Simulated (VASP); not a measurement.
# Zr3SnSe (P4/mmm) in VASP: single point with PBE

Aim: the single point of Zr3SnSe with PBE.

Program: VASP 6.6.1. These are calculated values, not measurements. Logs are shortened: lines on timing, memory, paths and dates and some standing lists are left out, and cuts for length are marked.

### Step 1. The cell of the first run

It takes space group P4/mmm (No. 123, tetragonal). Conventional cell: a = 5.512 Å, b = 5.512 Å, c = 4.949 Å, α = 90.00°, β = 90.00°, γ = 90.00°. Within 3.3 Å of Zr (site symmetry 4/mmm) lie 2 Se at 2.47 Å. Within 3.6 Å of Zr (site symmetry mmm) lie 2 Sn at 2.76 Å and 2 Se at 2.76 Å. Sn (site symmetry 4/mmm) has 4 Zr at 2.76 Å within 3.6 Å. Within 3.3 Å of Se (site symmetry 4/mmm) lie 6 Zr at 2.47 to 2.76 Å.

### Step 2. Single point, PBE, collinear spin, ferromagnetic start

File INCAR:

```
ALGO = Normal ; EDIFF = 1E-7
ENCUT = 520 ; GGA = PE
ISIF = 2 ; ISMEAR = 0
ISPIN = 2 ; LASPH = True
LCHARG = False ; LMAXMIX = 4
LORBIT = 11 ; LREAL = False
LWAVE = False ; MAGMOM = 1 1 1 0 0
NBANDS = 40 ; NELM = 150
PREC = Accurate ; SIGMA = 0.1
```

File KPOINTS:

```
k-points
0
Gamma
  4 4 4
```

File POSCAR:

```
Zr3SnSe
1.0
    5.5116187508      0.0000000000      0.0000000000
    0.0000000000      5.5116187508      0.0000000000
    0.0000000000      0.0000000000      4.9488416450
Zr Sn Se
3 1 1
Direct
    0.5000000000      0.5000000000      0.0000000000
    0.0000000000      0.5000000000      0.5000000000
    0.5000000000      0.0000000000      0.5000000000
    0.0000000000      0.0000000000      0.5000000000
    0.5000000000      0.5000000000      0.5000000000
```

Potentials or basis: VASP PAW PBE potentials, release 64 (Zr_sv, Sn_d, Se).

The run is started by

```bash
$ cat potpaw_PBE.64/Zr_sv/POTCAR potpaw_PBE.64/Sn_d/POTCAR potpaw_PBE.64/Se/POTCAR > POTCAR
$ mpirun -np 1 vasp_std > vasp.out
```

OUTCAR:

```text
EDIFF = 1E-7
   ENCUT = 520
   GGA = PE
   ISIF = 2
   ISMEAR = 0
   ISPIN = 2
   LASPH = True
   LORBIT = 11
   LREAL = False
   NELM = 150
   PREC = Accurate

 ion  position               nearest neighbor table
   1  0.500  0.500  0.000-   5 2.47   5 2.47   2 3.70   2 3.70   3 3.70   3 3.70   3 3.70   3 3.70
                             2 3.70   2 3.70
   2  0.000  0.500  0.500-   4 2.76   5 2.76   4 2.76   5 2.76   1 3.70   1 3.70   1 3.70   1 3.70
                             3 3.90   3 3.90   3 3.90   3 3.90
   3  0.500  0.000  0.500-   4 2.76   5 2.76   5 2.76   4 2.76   1 3.70   1 3.70   1 3.70   1 3.70
                             2 3.90   2 3.90   2 3.90   2 3.90
   4  0.000  0.000  0.500-   2 2.76   3 2.76   2 2.76   3 2.76
   5  0.500  0.500  0.500-   1 2.47   1 2.47   3 2.76   2 2.76   3 2.76   2 2.76

  LATTYP: Found a simple tetragonal cell.
 ALAT       =     5.5116187508
 C/A-ratio  =     0.8978925918

  Lattice vectors:

 A1 = (   5.5116187508,   0.0000000000,   0.0000000000)
 A2 = (   0.0000000000,   5.5116187508,   0.0000000000)
 A3 = (   0.0000000000,   0.0000000000,   4.9488416450)

Analysis of symmetry for initial positions (statically):
=====================================================================
 Subroutine PRICEL returns:
 Original cell was already a primitive cell.

 Routine SETGRP: Setting up the symmetry group for a
 simple tetragonal supercell.

 Subroutine GETGRP returns: Found 16 space group operations
 (whereof 16 operations were pure point group operations)
 out of a pool of 16 trial point group operations.

The static configuration has the point symmetry D_4h.

Analysis of symmetry for dynamics (positions and initial velocities):
=====================================================================
 Subroutine PRICEL returns:
 Original cell was already a primitive cell.

 Routine SETGRP: Setting up the symmetry group for a
 simple tetragonal supercell.

 Subroutine GETGRP returns: Found 16 space group operations
 (whereof 16 operations were pure point group operations)
 out of a pool of 16 trial point group operations.

The dynamic configuration has the point symmetry D_4h.

Analysis of structural, dynamic, and magnetic symmetry:
=====================================================================
 Subroutine PRICEL returns:
 Original cell was already a primitive cell.

 Routine SETGRP: Setting up the symmetry group for a
 simple tetragonal supercell.

 Subroutine GETGRP returns: Found 16 space group operations
 (whereof 16 operations were pure point group operations)
 out of a pool of 16 trial point group operations.

The overall configuration has the point symmetry D_4h.

 Subroutine INISYM returns: Found 16 space group operations
 (whereof 16 operations are pure point group operations),
 and found     1 'primitive' translations

----------------------------------------------------------------------------------------

                                     Primitive cell

  volume of cell :     150.3356

  direct lattice vectors                    reciprocal lattice vectors
     5.511618751  0.000000000  0.000000000     0.181434901  0.000000000  0.000000000
     0.000000000  5.511618751  0.000000000     0.000000000  0.181434901  0.000000000
     0.000000000  0.000000000  4.948841645     0.000000000  0.000000000  0.202067488

  length of vectors
     5.511618751  5.511618751  4.948841645     0.181434901  0.181434901  0.202067488

  position of ions in fractional coordinates (direct lattice)
     0.500000000  0.500000000  0.000000000
     0.000000000  0.500000000  0.500000000
     0.500000000  0.000000000  0.500000000
     0.000000000  0.000000000  0.500000000
     0.500000000  0.500000000  0.500000000

  ion indices of the primitive-cell ions
   primitive index   ion index
[... 25 lines left out ...]
     0.000000000  0.000000000  0.000000000

 Subroutine IBZKPT returns following result:
 ===========================================

 Found     18 irreducible k-points:

 Following reciprocal coordinates:
            Coordinates               Weight
  0.000000  0.000000  0.000000      1.000000
  0.250000  0.000000  0.000000      4.000000
  0.500000  0.000000  0.000000      2.000000
  0.250000  0.250000  0.000000      4.000000
  0.500000  0.250000  0.000000      4.000000
  0.500000  0.500000  0.000000      1.000000
[... 10 lines left out ...]
  0.500000  0.250000  0.500000      4.000000
  0.500000  0.500000  0.500000      1.000000
   k-points           NKPTS =     18   k-points in BZ     NKDIM =     18   number of bands    NBANDS=     40
   number of dos      NEDOS =    301   number of ions     NIONS =      5
   total plane-waves  NPLWV =  70560
   dimension x,y,z NGX =    42 NGY =   42 NGZ =   40
   dimension x,y,z NGXF=    84 NGYF=   84 NGZF=   80
   ions per type =               3   1   1
   NGX,Y,Z   is equivalent  to a cutoff of  12.67, 12.67, 13.44 a.u.
   NGXF,Y,Z  is equivalent  to a cutoff of  25.34, 25.34, 26.87 a.u.
 SYSTEM =  unknown system
   PREC   = accura    normal or accurate (medium, high low for compatibility)
   ISTART =      0    job   : 0-new  1-cont  2-samecut
   ICHARG =      2    charge: 1-file 2-atom 10-const
   ISPIN  =      2    spin polarized calculation?
   LNONCOLLINEAR =      F non collinear calculations
   LSORBIT =      F    spin-orbit coupling
   LASPH  =      T    aspherical Exc in radial PAW
   ENCUT  =  520.0 eV  38.22 Ry    6.18 a.u.  10.25 10.25  9.20*2*pi/ulx,y,z
   NELM   =    150;   NELMIN=  2; NELMDL= -5     # of ELM steps
   EDIFF  = 0.1E-06   stopping-criterion for ELM
   LREAL  =      F    real-space projection
   EDIFFG = 0.1E-05   stopping-criterion for IOM
   NSW    =      0    number of steps for IOM
   IBRION =     -1    ionic relax: 0-MD 1-quasi-New 2-CG
   NFREE  =      0    steps in history (QN), initial steepest desc. (CG)
   ISIF   =      2    stress and relaxation
   ISYM   =      2    0-nonsym 1-usesym 2-fastsym
   POTIM  = 0.5000    time-step for ionic-motion
   TEBEG  =    0.0;   TEEND  =   0.0 temperature during run
   PSTRESS=    0.0 pullay stress
   NELECT =      56.0000    total number of electrons
   NUPDOWN=      -1.0000    fix difference up-down
   EMIN   =  10.00;   EMAX   =-10.00  energy-range for DOS
   EFERMI =   0.00;   METHOD = LEGACY
   ISMEAR =     0;   SIGMA  =   0.10  broadening in eV -4-tet -1-fermi 0-gaus
   EFERMI_NEDOS =   21; number of points for ismear=-14 and -15
   IALGO  =     38    algorithm
   IMIX   =      4    mixing-type and parameters
     AMIX     =   0.40;   BMIX     =  1.00
     AMIX_MAG =   1.60;   BMIX_MAG =  1.00
  volume/ion in A,a.u.               =      30.07       202.90
  Fermi-wavevector in a.u.,A,eV,Ry     =   1.177923  2.225952 18.878117  1.387502
  Thomas-Fermi vector in A             =   2.314261
   LORBIT       =     11    0 simple, 1 ext, 2 COOP (PROOUT), +10 PAW based schemes
   GGA     = PE    functional components
   LHFCALC =     F    Hartree Fock is set to
   AEXX    =    0.0000 exact exchange contribution
   IVDW    =     0    specifies the selected vdW correction
   LEPSILON=     F    determine dielectric tensor
   LRPA    =     F    only Hartree local field effects (RPA)
 spin polarized calculation
 Gauss-broadening in eV      SIGMA  =   0.10
  energy-cutoff  :      520.00
  volume of cell :      150.34
 maximum number of plane-waves:      4076
 NGX is ok and might be reduce to    42
   NGX = 21   NGY = 21   NGZ = 19

 number of electron      55.9999999 magnetization       0.3694052

 Free energy of the ion-electron system (eV)
  ---------------------------------------------------
  ext. energy  EPLUGINS =         0.00000000
  ---------------------------------------------------
  free energy    TOTEN  =       -31.76794352 eV

  energy without entropy =      -31.73642027  energy(sigma->0) =      -31.75218189

 E-fermi :   5.8595     XC(G=0):  -9.4208

 val. band max:        5.8561120996   @ k =   0.5000   0.2500   0.2500
 cond. band min:       5.8632795650   @ k =   0.5000   0.2500   0.2500
 fundamental gap:      0.0071674654
 Fermi energy:         5.8595074376

 spin component 1

 k-point     1 :       0.0000    0.0000    0.0000
  band No.  band energies     occupation
      1     -43.7926      1.00000
      2     -43.7753      1.00000
      3     -43.7688      1.00000
      4     -21.9703      1.00000
      5     -21.9703      1.00000
      6     -21.9491      1.00000
[... 763 lines left out ...]
     39       9.5134      0.00000
     40       9.5490      0.00000
 Fermi energy:         5.8595074376

 spin component 2

 k-point     1 :       0.0000    0.0000    0.0000
  band No.  band energies     occupation
      1     -43.7645      1.00000
      2     -43.7542      1.00000
      3     -43.6933      1.00000
      4     -21.9369      1.00000
      5     -21.9369      1.00000
      6     -21.9033      1.00000
[... 763 lines left out ...]
     39       9.5579      0.00000
     40       9.6341      0.00000

------------------------ aborting loop because EDIFF is reached ----------------------------------------

  FORCE on cell =-STRESS in cart. coord.  units (eV):
  Direction    XX          YY          ZZ          XY          YZ          ZX
  --------------------------------------------------------------------------------------
  -------------------------------------------------------------------------------------
  Total        0.0642432      0.0642432      0.0436315      0.0000000      0.0000000      0.0000000
  in kB        0.6846613      0.6846613      0.4649960      0.0000000      0.0000000      0.0000000
  external PRESSURE =       0.6114396 kB  Pullay stress =       0.0000000 kB

 VOLUME and BASIS-vectors are now :
 -----------------------------------------------------------------------------
  energy-cutoff  :      520.00
  volume of cell :      150.34
      direct lattice vectors                 reciprocal lattice vectors
     5.511618751  0.000000000  0.000000000     0.181434901  0.000000000  0.000000000
     0.000000000  5.511618751  0.000000000     0.000000000  0.181434901  0.000000000
     0.000000000  0.000000000  4.948841645     0.000000000  0.000000000  0.202067488

 POSITION                                       TOTAL-FORCE (eV/Angst)
 -----------------------------------------------------------------------------------
      2.75581      2.75581      0.00000         0.000000      0.000000      0.000000
      0.00000      2.75581      2.47442         0.000000      0.000000      0.000000
      2.75581      0.00000      2.47442         0.000000      0.000000      0.000000
      0.00000      0.00000      2.47442         0.000000      0.000000      0.000000
      2.75581      2.75581      2.47442         0.000000      0.000000      0.000000
 -----------------------------------------------------------------------------------
    total drift:                                0.000000     -0.000000      0.000000

  FREE ENERGIE OF THE ION-ELECTRON SYSTEM (eV)
  ---------------------------------------------------
  free  energy   TOTEN  =       -31.7679435160 eV

  energy  without entropy=      -31.7364202723  energy(sigma->0) =      -31.75218189

 total charge

# of ion       s       p       d       tot
------------------------------------------
    1        2.158   5.960   1.634   9.752
    2        2.151   5.949   1.656   9.756
    3        2.151   5.949   1.656   9.756
    4        1.223   1.328   9.962  12.513
    5        1.437   2.488   0.117   4.042
--------------------------------------------------
tot          9.119  21.675  15.024  45.819

 magnetization (x)

# of ion       s       p       d       tot
------------------------------------------
    1        0.002   0.002   0.129   0.133
    2        0.000   0.002   0.032   0.034
    3        0.000   0.002   0.032   0.034
    4       -0.000  -0.003   0.001  -0.003
    5       -0.000  -0.003   0.001  -0.002
--------------------------------------------------
tot          0.003   0.000   0.194   0.196
```

It took 9.2 min on 1 thread of Oxide Virtual Turin-like, shared host; peak memory 0.36 GiB.

What came out:

```yaml
Free_energy: -31.7679 eV
Pressure: 0.1 GPa
Net_moment: 0.37 μB per cell
Site_moments: Zr +0.13, +0.03; Sn -0.00; Se -0.00 μB
Valence_electrons_inside_the_program's_atomic_spheres: Zr 9.75, 9.76; Sn 12.51; Se 4.04
```

Caveat: spin-orbit coupling is left out, which moves the levels of the heavy elements.
